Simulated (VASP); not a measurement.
**ZnNi: vibrations by perturbation theory with LDA**

The system is ZnNi.

```
CELL_PARAMETERS angstrom
2.78033 0.00000 0.00000
0.00000 2.78033 0.00000
0.00000 0.00000 2.78033
ATOMIC_POSITIONS crystal
Zn 0.50000 0.50000 0.50000
Ni 0.00000 0.00000 0.00000
```

```json
{
  "Program": "VASP 6.6.1",
  "Task": "vibrations by perturbation theory",
  "Functional": "LDA",
  "Potentials or basis": "VASP PAW LDA potentials, release 64 (Zn, Ni)",
  "Cutoff": "520 eV",
  "k mesh": "16 × 16 × 16",
  "Occupations": "fermi-dirac, width 0.15 eV",
  "Spin": "no spin polarisation",
  "Dipole correction": "no",
  "Further INCAR settings": "ALGO = Normal; EDIFF = 1e-08; NBANDS = 18; IBRION = 8; NSW = 1"
}
```

```yaml
Highest_phonon_frequency_at_Γ_LO-TO_splitting_left_out: 278 cm⁻¹
```

Phonon frequencies in cm⁻¹ (negative: imaginary):
```
              q point           frequencies
(0.000, 0.000, 0.000)  -1 -1 -1 278 278 278
```

It took 7.6 min on 1 thread of Oxide Virtual Turin-like Processor, on a shared host, peak memory 0.39 GiB.

Caveat: the cell wasn't relaxed at this level first, which shifts response properties. Spin polarisation is off, so any magnetic state and its effect on volume and gap are missing.
